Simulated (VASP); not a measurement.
# HoAuF4 (P-1) in VASP: single point with PBE

Aim: the single point of HoAuF4 with PBE.

Program: VASP 6.6.1. These are calculated values, not measurements. Logs are shortened: lines on timing, memory, paths and dates and some standing lists are left out, and cuts for length are marked.

### Step 1. The cell of the first run

The typed cell holds 6 atoms: a = 3.635 Å, b = 4.255 Å, c = 6.684 Å, α = 72.39°, β = 89.17°, γ = 89.19°.

The cell was generated, and may not be a known phase.

### Step 2. Single point, PBE

INCAR reads:

```
SYSTEM = HoAuF4
  ALGO = Normal
  EDIFF = 1E-6
  ENCUT = 600
  GGA = PE
  GGA_COMPAT = .FALSE.
  ISIF = 2
  ISMEAR = 0
  LASPH = .TRUE.
  LCHARG = .FALSE.
  LMAXMIX = 6
  LREAL = .FALSE.
  LWAVE = .FALSE.
  NBANDS = 33
  NELM = 200
  PREC = Accurate
  SIGMA = 0.1
```

KPOINTS reads:

```
k-points
0
G
  6 4 4
  0 0 0
```

POSCAR reads:

```
HoAuF4
1.0
    3.6347314979      0.0000000000      0.0000000000
    0.0600744811      4.2550425131      0.0000000000
    0.0972116751      2.0206577293      6.3709715407
Ho Au F
1 1 4
Direct
    0.0000000000      0.0000000000      0.5000000000
    0.0000000000      0.5000000000      0.0000000000
    0.5029469776      0.1006991365      0.3053905953
    0.4970530224      0.8993008635      0.6946094047
    0.0000000000      0.5000000000      0.5000000000
    0.0000000000      0.0000000000      0.0000000000
```

Potentials or basis: VASP PAW PBE potentials, release 64 (Ho_3, Au, F), 4f in core.

On the command line:

```
cat potpaw_PBE.64/Ho_3/POTCAR potpaw_PBE.64/Au/POTCAR potpaw_PBE.64/F/POTCAR > POTCAR
mpirun -np 1 vasp_std > vasp.out
```

OUTCAR:

```text
SYSTEM = HoAuF4
   EDIFF = 1E-6
   ENCUT = 600
   GGA = PE
   ISIF = 2
   ISMEAR = 0
   LASPH = .TRUE.
   LREAL = .FALSE.
   NELM = 200
   PREC = Accurate

 ion  position               nearest neighbor table
   1  0.000  0.000  0.500-   5 2.13   5 2.13   3 2.20   4 2.20   4 2.20   3 2.20   2 3.38   2 3.38

   2  0.000  0.500  0.000-   6 2.13   6 2.13   1 3.38   1 3.38
   3  0.503  0.101  0.305-   1 2.20   1 2.20
   4  0.497  0.899  0.695-   1 2.20   1 2.20
   5  0.000  0.500  0.500-   1 2.13   1 2.13
   6  0.000  0.000  0.000-   2 2.13   2 2.13

  LATTYP: Found a triclinic cell.
 ALAT       =     4.2554665704
 B/A-ratio  =     2.1370370912
 C/A-ratio  =     0.8541323114
 COS(alpha) =     0.0025222191
 COS(beta)  =     0.0141170140
 COS(gamma) =     0.7135518234

  Lattice vectors:

 A1 = (  -0.0600744811,  -4.2550425131,   0.0000000000)
 A2 = (  -0.0229372871,  -6.4894272969,   6.3709715407)
 A3 = (  -3.6347314979,   0.0000000000,   0.0000000000)

Analysis of symmetry for initial positions (statically):
=====================================================================
 Subroutine PRICEL returns:
 Original cell was already a primitive cell.

 Routine SETGRP: Setting up the symmetry group for a
 triclinic supercell.

 Subroutine GETGRP returns: Found  2 space group operations
 (whereof  2 operations were pure point group operations)
 out of a pool of  2 trial point group operations.

The static configuration has the point symmetry S_2 .

Analysis of symmetry for dynamics (positions and initial velocities):
=====================================================================
 Subroutine PRICEL returns:
 Original cell was already a primitive cell.

 Routine SETGRP: Setting up the symmetry group for a
 triclinic supercell.

 Subroutine GETGRP returns: Found  2 space group operations
 (whereof  2 operations were pure point group operations)
 out of a pool of  2 trial point group operations.

The dynamic configuration has the point symmetry S_2 .

 Subroutine INISYM returns: Found  2 space group operations
 (whereof  2 operations are pure point group operations),
 and found     1 'primitive' translations

----------------------------------------------------------------------------------------

                                     Primitive cell

  volume of cell :      98.5330

  direct lattice vectors                    reciprocal lattice vectors
     3.634731498  0.000000000  0.000000000     0.275123486 -0.003884309 -0.002966008
     0.060074481  4.255042513  0.000000000     0.000000000  0.235015278 -0.074538936
     0.097211675  2.020657729  6.370971541     0.000000000  0.000000000  0.156961932

  length of vectors
     3.634731498  4.255466570  6.684443592     0.275166890  0.246552700  0.156961932

  position of ions in fractional coordinates (direct lattice)
     0.000000000  0.000000000  0.500000000
     0.000000000  0.500000000  0.000000000
     0.502946978  0.100699136  0.305390595
     0.497053022  0.899300864  0.694609405
     0.000000000  0.500000000  0.500000000
     0.000000000  0.000000000  0.000000000

  ion indices of the primitive-cell ions
   primitive index   ion index
                 1           1
                 2           2
                 3           3
                 4           4
                 5           5
                 6           6

----------------------------------------------------------------------------------------

 KPOINTS: k-points

Automatic generation of k-mesh.
 Grid dimensions read from file:
 generate k-points for:    6    4    4

 Generating k-lattice:

  Cartesian coordinates                     Fractional coordinates (reciprocal lattice)
     0.045853914 -0.000647385 -0.000494335     0.166666667  0.000000000  0.000000000
     0.000000000  0.058753820 -0.018634734     0.000000000  0.250000000  0.000000000
     0.000000000  0.000000000  0.039240483     0.000000000  0.000000000  0.250000000

  Length of vectors
     0.045861148  0.061638175  0.039240483

  Shift w.r.t. Gamma in fractional coordinates (k-lattice)
     0.000000000  0.000000000  0.000000000

 Subroutine IBZKPT returns following result:
 ===========================================

 Found     52 irreducible k-points:

 Following reciprocal coordinates:
            Coordinates               Weight
  0.000000  0.000000  0.000000      1.000000
  0.166667  0.000000  0.000000      2.000000
  0.333333 -0.000000  0.000000      2.000000
  0.500000 -0.000000  0.000000      1.000000
  0.000000  0.250000 -0.000000      2.000000
  0.166667  0.250000 -0.000000      2.000000
[... 16 lines left out ...]
  0.333333  0.250000  0.250000      2.000000
  0.500000  0.250000  0.250000      2.000000
 [... further k-points ...]
   k-points           NKPTS =     52   k-points in BZ     NKDIM =     52   number of bands    NBANDS=     33
   number of dos      NEDOS =    301   number of ions     NIONS =      6
   total plane-waves  NPLWV =  58320
   dimension x,y,z NGX =    30 NGY =   36 NGZ =   54
   dimension x,y,z NGXF=    60 NGYF=   72 NGZF=  108
   ions per type =               1   1   4
   NGX,Y,Z   is equivalent  to a cutoff of  13.72, 14.06, 13.43 a.u.
   NGXF,Y,Z  is equivalent  to a cutoff of  27.44, 28.13, 26.86 a.u.
 SYSTEM =  HoAuF4
   PREC   = accura    normal or accurate (medium, high low for compatibility)
   ISTART =      0    job   : 0-new  1-cont  2-samecut
   ICHARG =      2    charge: 1-file 2-atom 10-const
   ISPIN  =      1    spin polarized calculation?
   LNONCOLLINEAR =      F non collinear calculations
   LSORBIT =      F    spin-orbit coupling
   LASPH  =      T    aspherical Exc in radial PAW
   ENCUT  =  600.0 eV  44.10 Ry    6.64 a.u.   7.26  8.50 13.35*2*pi/ulx,y,z
   NELM   =    200;   NELMIN=  2; NELMDL= -5     # of ELM steps
   EDIFF  = 0.1E-05   stopping-criterion for ELM
   LREAL  =      F    real-space projection
   EDIFFG = 0.1E-04   stopping-criterion for IOM
   NSW    =      0    number of steps for IOM
   IBRION =     -1    ionic relax: 0-MD 1-quasi-New 2-CG
   NFREE  =      0    steps in history (QN), initial steepest desc. (CG)
   ISIF   =      2    stress and relaxation
   ISYM   =      2    0-nonsym 1-usesym 2-fastsym
   POTIM  = 0.5000    time-step for ionic-motion
   TEBEG  =    0.0;   TEEND  =   0.0 temperature during run
   PSTRESS=    0.0 pullay stress
   NELECT =      48.0000    total number of electrons
   NUPDOWN=      -1.0000    fix difference up-down
   EMIN   =  10.00;   EMAX   =-10.00  energy-range for DOS
   EFERMI =   0.00;   METHOD = LEGACY
   ISMEAR =     0;   SIGMA  =   0.10  broadening in eV -4-tet -1-fermi 0-gaus
   EFERMI_NEDOS =   21; number of points for ismear=-14 and -15
   IALGO  =     38    algorithm
   IMIX   =      4    mixing-type and parameters
     AMIX     =   0.40;   BMIX     =  1.00
     AMIX_MAG =   1.60;   BMIX_MAG =  1.00
  volume/ion in A,a.u.               =      16.42       110.82
  Fermi-wavevector in a.u.,A,eV,Ry     =   1.288135  2.434222 22.576024  1.659291
  Thomas-Fermi vector in A             =   2.420107
   LORBIT       =      0    0 simple, 1 ext, 2 COOP (PROOUT), +10 PAW based schemes
   GGA     = PE    functional components
   LHFCALC =     F    Hartree Fock is set to
   AEXX    =    0.0000 exact exchange contribution
   IVDW    =     0    specifies the selected vdW correction
   LEPSILON=     F    determine dielectric tensor
   LRPA    =     F    only Hartree local field effects (RPA)
 non-spin polarized calculation
 Gauss-broadening in eV      SIGMA  =   0.10
  energy-cutoff  :      600.00
  volume of cell :       98.53
 maximum number of plane-waves:      3309
 NGX is ok and might be reduce to    30
   NGX = 15   NGY = 17   NGZ = 27

 number of electron      47.9999993 magnetization

 Free energy of the ion-electron system (eV)
  ---------------------------------------------------
  ext. energy  EPLUGINS =         0.00000000
  ---------------------------------------------------
  free energy    TOTEN  =       -31.31433617 eV

  energy without entropy =      -31.31432766  energy(sigma->0) =      -31.31433192

 E-fermi :   1.1795     XC(G=0):  -9.3482

 val. band max:        0.9340395795   @ k =   0.5000   0.5000   0.0000
 cond. band min:       1.4026472511   @ k =   0.0000   0.0000   0.0000
 fundamental gap:      0.4686076716
 Fermi energy:         1.1795320931

 k-point     1 :       0.0000    0.0000    0.0000
  band No.  band energies     occupation
      1     -23.0673      2.00000
      2     -22.2997      2.00000
      3     -21.9847      2.00000
      4     -21.8870      2.00000
      5     -21.6821      2.00000
      6     -21.4238      2.00000
[... 25 lines left out ...]
     32      10.6410      0.00000
     33      11.5875      0.00000

 k-point     2 :       0.1667    0.0000    0.0000
  band No.  band energies     occupation
      1     -22.9057      2.00000
      2     -22.8326      2.00000
      3     -22.2829      2.00000
      4     -21.9771      2.00000
      5     -21.4625      2.00000
      6     -20.6313      2.00000
[... 25 lines left out ...]
     32      10.2574      0.00000
     33      11.2634      0.00000

 k-point     3 :       0.3333   -0.0000    0.0000
  band No.  band energies     occupation
      1     -23.5585      2.00000
      2     -22.4475      2.00000
      3     -22.2753      2.00000
      4     -21.9619      2.00000
      5     -21.4491      2.00000
      6     -20.9486      2.00000
[... 25 lines left out ...]
     32       9.5063      0.00000
     33      10.4614      0.00000

 k-point     4 :       0.5000   -0.0000    0.0000
  band No.  band energies     occupation
      1     -23.8185      2.00000
      2     -22.2707      2.00000
      3     -21.9559      2.00000
      4     -21.9032      2.00000
      5     -21.5730      2.00000
      6     -21.4424      2.00000
[... 25 lines left out ...]
     32       9.3629      0.00000
     33      10.7765      0.00000

 k-point     5 :       0.0000    0.2500   -0.0000
  band No.  band energies     occupation
      1     -23.5227      2.00000
      2     -23.0628      2.00000
      3     -21.8856      2.00000
      4     -21.6778      2.00000
      5     -21.3505      2.00000
      6     -20.4241      2.00000
[... 604 lines left out ...]
 k-point    22 :       0.1667    0.2500    0.2500
  band No.  band energies     occupation
      1     -23.5154      2.00000
      2     -22.9036      2.00000
      3     -22.8234      2.00000
      4     -21.3757      2.00000
      5     -20.6333      2.00000
      6     -20.4224      2.00000
[... 25 lines left out ...]
     32      10.4499      0.00000
     33      10.8955      0.00000

 k-point    23 :       0.3333    0.2500    0.2500
  band No.  band energies     occupation
      1     -23.5623      2.00000
      2     -23.4907      2.00000
      3     -22.4461      2.00000
      4     -21.3640      2.00000
      5     -20.9468      2.00000
      6     -20.4094      2.00000
[... 25 lines left out ...]
     32      10.1476      0.00000
     33      10.8923      0.00000

 k-point    24 :       0.5000    0.2500    0.2500
  band No.  band energies     occupation
      1     -23.8146      2.00000
      2     -23.4919      2.00000
      3     -21.9044      2.00000
      4     -21.5715      2.00000
      5     -21.3564      2.00000
      6     -20.4046      2.00000
[... 25 lines left out ...]
     32      10.7503      0.00000
     33      10.8094      0.00000

 [... further k-points ...]

------------------------ aborting loop because EDIFF is reached ----------------------------------------

  FORCE on cell =-STRESS in cart. coord.  units (eV):
  Direction    XX          YY          ZZ          XY          YZ          ZX
  --------------------------------------------------------------------------------------
  -------------------------------------------------------------------------------------
  Total        0.7364064      0.9696297      3.0076769     -0.1183277     -0.4547217     -0.1377492
  in kB       11.9741919     15.7664749     48.9057431     -1.9240448     -7.3939129     -2.2398434
  external PRESSURE =      25.5488033 kB  Pullay stress =       0.0000000 kB

 VOLUME and BASIS-vectors are now :
 -----------------------------------------------------------------------------
  energy-cutoff  :      600.00
  volume of cell :       98.53
      direct lattice vectors                 reciprocal lattice vectors
     3.634731498  0.000000000  0.000000000     0.275123486 -0.003884309 -0.002966008
     0.060074481  4.255042513  0.000000000     0.000000000  0.235015278 -0.074538936
     0.097211675  2.020657729  6.370971541     0.000000000  0.000000000  0.156961932

 POSITION                                       TOTAL-FORCE (eV/Angst)
 -----------------------------------------------------------------------------------
      0.04861      1.01033      3.18549        -0.000000      0.000000      0.000000
      0.03004      2.12752      0.00000        -0.000000      0.000000      0.000000
      1.86381      1.04557      1.94563        -0.003005      0.000670     -0.185357
      1.92820      5.23013      4.42534         0.003005     -0.000670      0.185357
      0.07864      3.13785      3.18549         0.000000     -0.000000      0.000000
      0.00000      0.00000      0.00000        -0.000000      0.000000      0.000000
 -----------------------------------------------------------------------------------
    total drift:                                0.000000      0.000000      0.000000

  FREE ENERGIE OF THE ION-ELECTRON SYSTEM (eV)
  ---------------------------------------------------
  free  energy   TOTEN  =       -31.3143361746 eV

  energy  without entropy=      -31.3143276579  energy(sigma->0) =      -31.31433192
```

Wall time 2.1 min (1 thread of Intel Xeon 6975P-C (Granite Rapids), shared host); peak memory 0.37 GiB.

Results:

| Quantity | Value |
| --- | --- |
| Free energy | -31.3143 eV |
| Pressure | 2.6 GPa |
| Largest force | 0.185 eV/Å |
| Band gap on the k mesh | 0.47 eV (least direct gap 1.81 eV) |

Forces on the atoms (eV/Å):
```
Ho   0.000  0.000  0.000
Au   0.000  0.000  0.000
F   -0.003  0.001 -0.185
F    0.003 -0.001  0.185
F    0.000  0.000  0.000
F    0.000  0.000  0.000
```

Levels at points of the mesh, in eV from the valence-band top:
```csv
k point,band 21,band 22,band 23,band 24,band 25,band 26,band 27,band 28
"(0.00, 0.00, 0.00)",-1.90,-1.67,-1.64,-1.34,0.47,5.38,5.63,5.72
"(0.50, 0.00, 0.00)",-1.89,-1.76,-1.33,-1.09,2.00,4.86,5.45,5.53
"(0.00, 0.50, 0.00)",-1.29,-0.90,-0.73,-0.58,4.04,4.24,5.72,6.66
"(0.50, 0.50, 0.00)",-1.38,-0.79,-0.68,0.00,4.49,5.07,5.49,5.52
"(0.00, 0.00, 0.50)",-1.74,-1.62,-1.45,-1.28,1.02,3.66,5.49,5.61
"(0.50, 0.00, 0.50)",-1.85,-1.59,-1.36,-1.08,2.45,4.13,5.17,5.27
"(0.00, 0.50, 0.50)",-1.34,-1.03,-0.79,-0.58,4.04,5.63,5.83,6.69
"(0.50, 0.50, 0.50)",-1.37,-0.79,-0.68,-0.01,4.58,5.54,5.88,6.35
```

Caveat: spin-orbit coupling is left out, which moves the levels of the heavy elements; the 4f electrons are frozen in the core, so they carry no moment and show no levels. A k mesh can miss the band edges.
